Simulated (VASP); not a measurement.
Crystal: Ba4Hf3ZrO12.

```xyz
40
Lattice="8.3297 0.0000 0.0000 0.0000 8.3297 0.0000 0.0000 0.0000 8.3297" Properties=species:S:1:pos:R:3 pbc="T T T"
Ba    8.3147    0.0115    0.0210
Ba    8.3122    0.0113    4.1714
Ba    0.0062    4.2004    8.3249
Ba    0.0224    4.1490    4.1797
Ba    4.1403    8.3135    8.3209
Ba    4.1956    8.2903    4.1742
Ba    4.1688    4.1528    0.0234
Ba    4.1638    4.1331    4.1720
Hf    2.0695    2.0893    2.0855
Hf    2.1031    2.0545    6.2536
Hf    6.2677    2.0882    2.0863
Hf    6.2317    2.0964    6.2548
Hf    6.2719    6.2652    2.0918
Hf    6.2314    6.2490    6.2447
Zr    2.0779    6.2620    2.0932
Zr    2.0938    6.2892    6.2492
O     2.1055    2.0906    0.0026
O     2.0852    2.1013    4.1461
O     2.0580    6.2377    8.3140
O     2.0765    6.2327    4.1811
O     6.2727    2.0960    8.3239
O     6.2712    2.0966    4.1473
O     6.2123    6.2529    0.0032
O     6.2546    6.2498    4.1526
O     0.0057    2.1354    2.0841
O     8.3118    2.0617    6.2662
O     0.0158    6.2350    2.0934
O     0.0050    6.2465    6.2279
O     4.1465    2.0811    2.0714
O     4.1679    2.1117    6.2665
O     4.1778    6.2305    2.0687
O     4.1717    6.2758    6.2706
O     2.0756    8.3165    2.0505
O     2.0962    0.0206    6.2611
O     2.1132    4.1732    2.0851
O     2.0679    4.1472    6.2392
O     6.2621    8.3261    2.0695
O     6.2482    0.0064    6.2678
O     6.2489    4.1841    2.0839
O     6.2303    4.1660    6.2864
```

* Program: VASP 6.6.1
* Task: relaxation of volume and atoms at fixed shape
* Functional: PBEsol
* Potentials or basis: VASP PAW PBE potentials, release 64 (Ba_sv, Hf_pv, Zr_sv, O)
* Cutoff: 600 eV
* k mesh: 1 × 1 × 1, shifted
* Occupations: fermi-dirac, width 0.05 eV
* Spin: no spin polarisation

At the start: pressure -0.2 GPa; volume 14.45 Å³/atom.

Where does the relaxation end?

Over 12 steps the energy falls by 5.0 meV/atom and the volume is 14.42 Å³/atom (-0.2 %); space group Cm (No. 8, to 0.1 Å) before, P4/mmm (No. 123, to 0.1 Å).

Step by step:
```
step  energy change (eV)  largest force (eV/Å)  pressure (GPa)  volume (Å³)
   1              0.0000                1.2574           -0.22       577.94
   2             -0.1138                0.9825            0.23       576.30
   3             -0.1522                0.2442            0.03       576.85
   4             -0.1798                0.1545           -0.01       576.94
   5             -0.1835                0.1845           -0.03       576.99
   6             -0.1940                0.0970            0.02       576.79
   7             -0.1950                0.1535            0.04       576.71
   8             -0.2001                0.0477           -0.03       576.91
   9             -0.2001                0.0465           -0.03       576.92
  10             -0.2012                0.0321            0.03       576.71
  11             -0.2013                0.0520            0.06       576.60
  12             -0.2018                0.0159           -0.05       576.96
```

Final structure:
```cif
data_structure
_symmetry_space_group_name_H-M 'P 1'
_symmetry_Int_Tables_number 1
_cell_length_a 8.3249
_cell_length_b 8.3249
_cell_length_c 8.3249
_cell_angle_alpha 90.000
_cell_angle_beta 90.000
_cell_angle_gamma 90.000
_cell_volume 576.96
loop_
_atom_site_label
_atom_site_type_symbol
_atom_site_fract_x
_atom_site_fract_y
_atom_site_fract_z
_atom_site_occupancy
Ba1 Ba 0.99970 0.00088 0.00036 1
Ba2 Ba 0.99985 0.00077 0.50055 1
Ba3 Ba 0.99984 0.49983 0.00052 1
Ba4 Ba 0.99973 0.49987 0.50032 1
Ba5 Ba 0.50082 0.00081 0.00037 1
Ba6 Ba 0.50068 0.00069 0.50050 1
Ba7 Ba 0.50073 0.49979 0.00045 1
Ba8 Ba 0.50077 0.49976 0.50038 1
Hf1 Hf 0.25051 0.25032 0.25028 1
Hf2 Hf 0.25029 0.25036 0.75024 1
Hf3 Hf 0.75051 0.25042 0.25046 1
Hf4 Hf 0.75029 0.25050 0.75040 1
Hf5 Hf 0.75019 0.75050 0.25041 1
Hf6 Hf 0.75004 0.75052 0.75037 1
Zr1 Zr 0.25021 0.75025 0.25018 1
Zr2 Zr 0.25003 0.75029 0.75012 1
O1 O 0.25072 0.25082 0.00022 1
O2 O 0.25048 0.24982 0.50027 1
O3 O 0.24941 0.74958 0.00021 1
O4 O 0.25043 0.75078 0.50012 1
O5 O 0.75044 0.25027 0.00042 1
O6 O 0.75080 0.25075 0.50048 1
O7 O 0.75053 0.75087 0.00043 1
O8 O 0.74934 0.75056 0.50042 1
O9 O 0.00035 0.25161 0.25032 1
O10 O 0.00011 0.24982 0.75047 1
O11 O 0.99864 0.74891 0.25107 1
O12 O 0.99847 0.75129 0.74957 1
O13 O 0.50075 0.24930 0.25058 1
O14 O 0.50045 0.25094 0.75027 1
O15 O 0.50172 0.75190 0.24969 1
O16 O 0.50151 0.75009 0.75088 1
O17 O 0.24933 0.00190 0.24957 1
O18 O 0.25056 0.00187 0.75060 1
O19 O 0.25182 0.49881 0.25065 1
O20 O 0.24949 0.49885 0.74951 1
O21 O 0.75181 0.00073 0.25074 1
O22 O 0.74948 0.00074 0.75045 1
O23 O 0.74916 0.50029 0.25046 1
O24 O 0.75056 0.50041 0.75059 1
```

Caveat: the PAW data sets were made with another functional, which shifts forces and pressure a little.
